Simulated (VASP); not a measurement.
Input of a VASP 6.6.1 run:

INCAR

```
ALGO = Normal
EDIFF = 1E-7
ENCUT = 520
GGA = RP
ISIF = 2
ISMEAR = -1
IVDW = 12
LASPH = True
LCHARG = True
LELF = True
LREAL = False
LVHAR = True
LWAVE = False
NBANDS = 12
NELM = 60
PREC = Accurate
SIGMA = 0.05
```

File KPOINTS:

```
k-points
0
Gamma
  11 11 11
```

Contents of POSCAR:

```
Nb
1.0
    0.0000000000      1.9536238433      1.9536238433
    1.9536238433      0.0000000000      1.9536238433
    1.9536238433      1.9536238433      0.0000000000
Nb
1
Direct
    0.0000000000      0.0000000000      0.0000000000
```

Potentials or basis: VASP PAW PBE potentials, release 64 (Nb_sv).

The run is started by

```sh
$ cat potpaw_PBE.64/Nb_sv/POTCAR > POTCAR
$ mpirun -np 1 vasp_std > vasp.out
```

(1) Predict the dispersion energy per atom.

(2) Predict the pressure.

(3) Estimate the band gap on the k mesh.

Results:

(1) -5.558 eV.

(2) -0.6 GPa.

(3) zero (an odd number of electrons rules out a gap without spin polarisation).

Caveat: the PAW data sets were made with another functional, which shifts forces and pressure a little.
